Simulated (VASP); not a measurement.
# CuPd4 in VASP: a series of runs

The runs below take CuPd4 through relaxation of the atoms, with PBE.

Everything below comes from runs of VASP 6.6.1. Logs are shortened: lines on timing, memory, paths and dates and some standing lists are left out, and cuts for length are marked.

## (1) The cell of the first run

The cell holds a slab with vacuum, 5 atoms: a = 2.788 Å, b = 2.788 Å, c = 25.828 Å, α = 90.00°, β = 90.00°, γ = 120.00°.

## (2) Relaxation of the atoms, PBE

Contents of INCAR:

```
PREC = Accurate
ENCUT = 520
EDIFF = 1E-7
ISMEAR = 0
SIGMA = 0.1
LREAL = False
LASPH = True
NELM = 100
ALGO = Normal
ISIF = 2
LWAVE = False
LCHARG = False
LDIPOL = True
IDIPOL = 3
DIPOL = 0.5 0.5 0.508
GGA = PE
IBRION = 2
NSW = 90
EDIFFG = -0.03
```

Contents of KPOINTS:

```
Automatic mesh
0
Gamma
  12 12 1
```

Contents of POSCAR:

```
CuPd4
1.0
    2.7876806211      0.0000000000      0.0000000000
   -1.3938403105      2.4142022355      0.0000000000
    0.0000000000      0.0000000000     25.8283950875
Pd Cu
4 1
Selective dynamics
Direct
    0.6666666667      0.3333333333      0.3290951673  F F F
    0.3333333333      0.6666666667      0.4172203368  F F F
    0.0000000000      0.0000000000      0.5046895516  T T T
    0.6666666667      0.3333333333      0.5928982901  T T T
    0.6666666667      0.3333333333      0.6982087436  T T T
```

Potentials or basis: VASP PAW PBE potentials, release 64 (Pd, Cu).

The run is started by

```sh
$ cat potpaw_PBE.64/Pd/POTCAR potpaw_PBE.64/Cu/POTCAR > POTCAR
$ mpirun -np 1 vasp_std > vasp.out
```

OUTCAR:

```text
PREC = Accurate
   ENCUT = 520
   EDIFF = 1E-7
   ISMEAR = 0
   LREAL = False
   LASPH = True
   NELM = 100
   ISIF = 2
   GGA = PE
   IBRION = 2
   NSW = 90
   EDIFFG = -0.03

 ion  position               nearest neighbor table
   1  0.667  0.333  0.329-   2 2.79   2 2.79   2 2.79
   2  0.333  0.667  0.417-   3 2.77   3 2.77   3 2.77   1 2.79   1 2.79   1 2.79
   3  0.000  0.000  0.505-   2 2.77   2 2.77   2 2.77   4 2.79   4 2.79   4 2.79
   4  0.667  0.333  0.593-   5 2.72   3 2.79   3 2.79   3 2.79
   5  0.667  0.333  0.698-   4 2.72

  LATTYP: Found a hexagonal cell.
 ALAT       =     2.7876806211
 C/A-ratio  =     9.2651916048

  Lattice vectors:

 A1 = (   2.7876806211,   0.0000000000,   0.0000000000)
 A2 = (  -1.3938403105,   2.4142022355,   0.0000000000)
 A3 = (   0.0000000000,   0.0000000000,  25.8283950875)

Analysis of symmetry for initial positions (statically):
=====================================================================
 Subroutine PRICEL returns:
 Original cell was already a primitive cell.

 Routine SETGRP: Setting up the symmetry group for a
 hexagonal supercell.

 Subroutine GETGRP returns: Found  6 space group operations
 (whereof  6 operations were pure point group operations)
 out of a pool of 24 trial point group operations.

The static configuration has the point symmetry C_3v.

Analysis of symmetry for dynamics (positions and initial velocities):
=====================================================================
 Subroutine PRICEL returns:
 Original cell was already a primitive cell.

 Routine SETGRP: Setting up the symmetry group for a
 hexagonal supercell.

 Subroutine GETGRP returns: Found  6 space group operations
 (whereof  6 operations were pure point group operations)
 out of a pool of 24 trial point group operations.

The dynamic configuration has the point symmetry C_3v.

Analysis of constrained symmetry for selective dynamics:
=====================================================================
 Subroutine PRICEL returns:
 Original cell was already a primitive cell.

 Routine SETGRP: Setting up the symmetry group for a
 hexagonal supercell.

 Subroutine GETGRP returns: Found  6 space group operations
 (whereof  6 operations were pure point group operations)
 out of a pool of 24 trial point group operations.

The constrained configuration has the point symmetry C_3v.

 Subroutine INISYM returns: Found  6 space group operations
 (whereof  6 operations are pure point group operations),
 and found     1 'primitive' translations

----------------------------------------------------------------------------------------

                                     Primitive cell

  volume of cell :     173.8257

  direct lattice vectors                    reciprocal lattice vectors
     2.787680621  0.000000000  0.000000000     0.358721151  0.207107753  0.000000000
    -1.393840310  2.414202235  0.000000000     0.000000000  0.414215506  0.000000000
     0.000000000  0.000000000 25.828395087     0.000000000  0.000000000  0.038717078

  length of vectors
     2.787680621  2.787680621 25.828395087     0.414215506  0.414215506  0.038717078

  position of ions in fractional coordinates (direct lattice)
     0.666666667  0.333333333  0.329095167
     0.333333333  0.666666667  0.417220337
     0.000000000  0.000000000  0.504689552
     0.666666667  0.333333333  0.592898290
     0.666666667  0.333333333  0.698208744

  ion indices of the primitive-cell ions
   primitive index   ion index
                 1           1
                 2           2
                 3           3
                 4           4
                 5           5

----------------------------------------------------------------------------------------

 KPOINTS: Automatic mesh

Automatic generation of k-mesh.
 Grid dimensions read from file:
 generate k-points for:   12   12    1

 Generating k-lattice:

  Cartesian coordinates                     Fractional coordinates (reciprocal lattice)
     0.029893429  0.017258979  0.000000000     0.083333333 -0.000000000  0.000000000
     0.000000000  0.034517959  0.000000000     0.000000000  0.083333333  0.000000000
     0.000000000  0.000000000  0.038717078     0.000000000  0.000000000  1.000000000

  Length of vectors
     0.034517959  0.034517959  0.038717078

  Shift w.r.t. Gamma in fractional coordinates (k-lattice)
     0.000000000  0.000000000  0.000000000

 Subroutine IBZKPT returns following result:
 ===========================================

 Found     19 irreducible k-points:

 Following reciprocal coordinates:
            Coordinates               Weight
  0.000000  0.000000  0.000000      1.000000
  0.083333  0.000000  0.000000      6.000000
  0.166667  0.000000  0.000000      6.000000
  0.250000  0.000000  0.000000      6.000000
  0.333333  0.000000  0.000000      6.000000
  0.416667 -0.000000  0.000000      6.000000
[... 11 lines left out ...]
  0.333333  0.250000  0.000000     12.000000
  0.333333  0.333333  0.000000      2.000000
   k-points           NKPTS =     19   k-points in BZ     NKDIM =     19   number of bands    NBANDS=     30
   number of dos      NEDOS =    301   number of ions     NIONS =      5
   total plane-waves  NPLWV = 110592
   dimension x,y,z NGX =    24 NGY =   24 NGZ =  192
   dimension x,y,z NGXF=    48 NGYF=   48 NGZF=  384
   ions per type =               4   1
   NGX,Y,Z   is equivalent  to a cutoff of  14.31, 14.31, 12.36 a.u.
   NGXF,Y,Z  is equivalent  to a cutoff of  28.63, 28.63, 24.72 a.u.
 SYSTEM =  unknown system
   PREC   = accura    normal or accurate (medium, high low for compatibility)
   ISTART =      0    job   : 0-new  1-cont  2-samecut
   ICHARG =      2    charge: 1-file 2-atom 10-const
   ISPIN  =      1    spin polarized calculation?
   LNONCOLLINEAR =      F non collinear calculations
   LSORBIT =      F    spin-orbit coupling
   LASPH  =      T    aspherical Exc in radial PAW
   ENCUT  =  520.0 eV  38.22 Ry    6.18 a.u.   5.18  5.18 48.02*2*pi/ulx,y,z
   NELM   =    100;   NELMIN=  2; NELMDL= -5     # of ELM steps
   EDIFF  = 0.1E-06   stopping-criterion for ELM
   LREAL  =      F    real-space projection
   EDIFFG = -.3E-01   stopping-criterion for IOM
   NSW    =     90    number of steps for IOM
   IBRION =      2    ionic relax: 0-MD 1-quasi-New 2-CG
   NFREE  =      1    steps in history (QN), initial steepest desc. (CG)
   ISIF   =      2    stress and relaxation
   ISYM   =      2    0-nonsym 1-usesym 2-fastsym
   POTIM  = 0.5000    time-step for ionic-motion
   TEBEG  =    0.0;   TEEND  =   0.0 temperature during run
   PSTRESS=    0.0 pullay stress
   NELECT =      51.0000    total number of electrons
   NUPDOWN=      -1.0000    fix difference up-down
   EMIN   =  10.00;   EMAX   =-10.00  energy-range for DOS
   EFERMI =   0.00;   METHOD = LEGACY
   ISMEAR =     0;   SIGMA  =   0.10  broadening in eV -4-tet -1-fermi 0-gaus
   EFERMI_NEDOS =   21; number of points for ismear=-14 and -15
   IALGO  =     38    algorithm
   IMIX   =      4    mixing-type and parameters
     AMIX     =   0.40;   BMIX     =  1.00
     AMIX_MAG =   1.60;   BMIX_MAG =  1.00
  volume/ion in A,a.u.               =      34.77       234.61
  Fermi-wavevector in a.u.,A,eV,Ry     =   1.087828  2.055697 16.100720  1.183370
  Thomas-Fermi vector in A             =   2.223996
   LORBIT       =      0    0 simple, 1 ext, 2 COOP (PROOUT), +10 PAW based schemes
   GGA     = PE    functional components
   LHFCALC =     F    Hartree Fock is set to
   AEXX    =    0.0000 exact exchange contribution
   IVDW    =     0    specifies the selected vdW correction
   LEPSILON=     F    determine dielectric tensor
   LRPA    =     F    only Hartree local field effects (RPA)
 conjugate gradient relaxation of ions
 non-spin polarized calculation
 Gauss-broadening in eV      SIGMA  =   0.10
  energy-cutoff  :      520.00
  volume of cell :      173.83
 maximum number of plane-waves:      4717
 NGX is ok and might be reduce to    24
   NGX = 11   NGY = 11   NGZ = 97

 dipolmoment           0.000000      0.000000      0.001577 electrons x Angstroem

--------------------------------------- Ionic step        1  -------------------------------------------

 number of electron      51.0000006 magnetization

 Free energy of the ion-electron system (eV)
  ---------------------------------------------------
  ext. energy  EPLUGINS =         0.00000000
  ---------------------------------------------------
  free energy    TOTEN  =       -22.97663997 eV

  energy without entropy =      -22.92719069  energy(sigma->0) =      -22.95191533

------------------------ aborting loop because EDIFF is reached ----------------------------------------

  FORCE on cell =-STRESS in cart. coord.  units (eV):
  Direction    XX          YY          ZZ          XY          YZ          ZX
  --------------------------------------------------------------------------------------
  -------------------------------------------------------------------------------------
  Total       -3.6863066     -3.6863066     -1.5922035     -0.0000000      0.0000000      0.0000000
  in kB      -33.9772286    -33.9772286    -14.6755729     -0.0000000      0.0000000      0.0000000
  external PRESSURE =     -27.5433434 kB  Pullay stress =       0.0000000 kB
[... 98 lines left out ...]
  FREE ENERGIE OF THE ION-ELECTRON SYSTEM (eV)
  ---------------------------------------------------
  free  energy   TOTEN  =       -23.0501714252 eV

  energy  without entropy=      -23.0037321837  energy(sigma->0) =      -23.02695180

[... ionic steps 4 to 11 ...]

--------------------------------------- Ionic step       12  -------------------------------------------

 number of electron      51.0000001 magnetization

------------------------ aborting loop because EDIFF is reached ----------------------------------------
[... 73 lines left out ...]
--------------------------------------- Ionic step       14  -------------------------------------------

 number of electron      50.9999996 magnetization

 dipolmoment           0.000000      0.000000     -0.030195 electrons x Angstroem

 Free energy of the ion-electron system (eV)
  ---------------------------------------------------
  ext. energy  EPLUGINS =         0.00000000
  ---------------------------------------------------
  free energy    TOTEN  =       -23.07314281 eV

  energy without entropy =      -23.02659929  energy(sigma->0) =      -23.04987105

 E-fermi :   0.9773     XC(G=0):  -6.2288

 val. band max:        0.9744499641   @ k =   0.2500   0.1667   0.0000
 cond. band min:       0.9780571063   @ k =   0.3333   0.0833   0.0000
 fundamental gap:      0.0036071421
 Fermi energy:         0.9772846417

 k-point     1 :       0.0000    0.0000    0.0000
  band No.  band energies     occupation
      1      -5.5220      2.00000
      2      -4.8109      2.00000
      3      -4.0884      2.00000
      4      -3.7779      2.00000
      5      -3.5455      2.00000
      6      -2.0936      2.00000
[... 616 lines left out ...]
     29       7.0885      0.00000
     30       7.3287      0.00000

------------------------ aborting loop because EDIFF is reached ----------------------------------------

 vacuum level on the upper side and lower side of the slab       (xc-potential included)        -0.403         0.380

  FORCE on cell =-STRESS in cart. coord.  units (eV):
  Direction    XX          YY          ZZ          XY          YZ          ZX
  --------------------------------------------------------------------------------------
  -------------------------------------------------------------------------------------
  Total       -3.5002458     -3.5002458     -0.0380242     -0.0000000     -0.0000000      0.0000000
  in kB      -32.2622788    -32.2622788     -0.3504742     -0.0000000     -0.0000000      0.0000000
  external PRESSURE =     -21.6250106 kB  Pullay stress =       0.0000000 kB
[... 20 lines left out ...]
  FREE ENERGIE OF THE ION-ELECTRON SYSTEM (eV)
  ---------------------------------------------------
  free  energy   TOTEN  =       -23.0731428064 eV

  energy  without entropy=      -23.0265992867  energy(sigma->0) =      -23.04987105

 reached required accuracy - stopping structural energy minimisation

 vacuum level on the upper side and lower side of the slab         5.361         6.170
```

It took 29 min on 1 thread of Intel Xeon Platinum 8259CL at 2.50GHz (Skylake/Cascade Lake), shared host; peak memory 0.38 GiB.

What came out:

```yaml
Free_energy: -23.0731 eV
Energy_gained_by_relaxing: 19.3 meV/atom
Ionic_steps: 14
Band_gap_on_the_k_mesh: zero (an odd number of electrons rules out a gap without spin polarisation)
```

Step by step:
| step | energy change (eV) | largest force on free atoms (eV/Å) | pressure (GPa) |
| --- | --- | --- | --- |
| 1 | 0.0000 | 0.6359 | -2.75 |
| 2 | -0.0339 | 0.5467 | -2.83 |
| 3 | -0.0735 | 0.4136 | -2.77 |
| 4 | -0.0738 | 0.3897 | -2.79 |
| 5 | -0.0853 | 0.1759 | -2.74 |
| 6 | -0.0885 | 0.1720 | -2.67 |
| 7 | -0.0902 | 0.0664 | -2.64 |
| 8 | -0.0904 | 0.0983 | -2.63 |
| 9 | -0.0920 | 0.0903 | -2.57 |
| 10 | -0.0943 | 0.0853 | -2.45 |
| 11 | -0.0931 | 0.2217 | -2.17 |
| 12 | -0.0948 | 0.0894 | -2.35 |
| 13 | -0.0961 | 0.0399 | -2.25 |
| 14 | -0.0965 | 0.0074 | -2.16 |

Final structure:
```xyz
5
Lattice="2.7877 0.0000 0.0000 -1.3938 2.4142 0.0000 0.0000 0.0000 25.8284" Properties=species:S:1:pos:R:3 pbc="T T T"
Pd    1.3938    0.8047    8.5000
Pd    0.0000    1.6095   10.7761
Pd    0.0000    0.0000   13.0449
Pd    1.3938    0.8047   15.3319
Cu    1.3938    0.8047   17.8035
```

Caveat: the highest band is partly filled, so the run has too few bands.

## (3) Relaxation of the atoms, PBE

Contents of INCAR:

```
PREC = Accurate ; ENCUT = 520
EDIFF = 1E-7 ; ISMEAR = 0
SIGMA = 0.1 ; LREAL = F
LASPH = T ; NELM = 80
ALGO = Fast ; ISIF = 2
LWAVE = F ; LCHARG = F
LDIPOL = T ; IDIPOL = 3
DIPOL = 0.5 0.5 0.504 ; GGA = PE
IBRION = 2 ; NSW = 90
EDIFFG = -0.03
```

Contents of KPOINTS:

```
regular mesh
0
Gamma
  12 12 1
```

Changes to POSCAR since step 2:

```diff
@@ -13,2 +13,2 @@
     0.6666666667      0.3333333333      0.5928982901  T T T
-    0.6666666667      0.3333333333      0.6982087436  T T T
+    0.0000000000      0.0000000000      0.6780758628  T T T
```

Potentials or basis: VASP PAW PBE potentials, release 64 (Pd, Cu).

The run is started by

```sh
$ cat potpaw_PBE.64/Pd/POTCAR potpaw_PBE.64/Cu/POTCAR > POTCAR
$ mpirun -np 1 vasp_std > vasp.out
```

It took 30 min on 1 thread of Oxide Virtual Turin-like, shared host; peak memory 0.36 GiB.

It converged, with:

```
Free energy               : -23.5304 eV
Energy gained by relaxing : 7.6 meV/atom
Ionic steps               : 6
Band gap on the k mesh    : zero (an odd number of electrons rules out a gap without spin polarisation)
```

Step by step:
| step | energy change (eV) | largest force on free atoms (eV/Å) | pressure (GPa) |
| --- | --- | --- | --- |
| 1 | 0.0000 | 0.5943 | -2.09 |
| 2 | -0.0236 | 0.3417 | -2.01 |
| 3 | -0.0336 | 0.2376 | -1.86 |
| 4 | -0.0367 | 0.1184 | -1.82 |
| 5 | -0.0377 | 0.0522 | -1.77 |
| 6 | -0.0379 | 0.0213 | -1.77 |

Final structure:
```yaml
crystal:
  lattice:
    - [2.78768, 0.00000, 0.00000]
    - [-1.39384, 2.41420, 0.00000]
    - [0.00000, 0.00000, 25.82840]
  atoms:
    - { symbol: Pd, position: [0.66667, 0.33333, 0.32910] }
    - { symbol: Pd, position: [0.33333, 0.66667, 0.41722] }
    - { symbol: Pd, position: [0.00000, 0.00000, 0.50566] }
    - { symbol: Pd, position: [0.66667, 0.33333, 0.59514] }
    - { symbol: Cu, position: [0.00000, 0.00000, 0.67531] }
```

Levels at points of the mesh, in eV from the Fermi level:
```
           k point  band 22  band 23  band 24  band 25  band 26  band 27  band 28  band 29
(0.00, 0.00, 0.00)    -1.06    -1.06    -0.84    -0.84    -0.47    -0.47    -0.09    -0.09
(0.50, 0.00, 0.00)     0.04     0.08     0.18     0.32     1.52     1.91     2.85     3.60
```
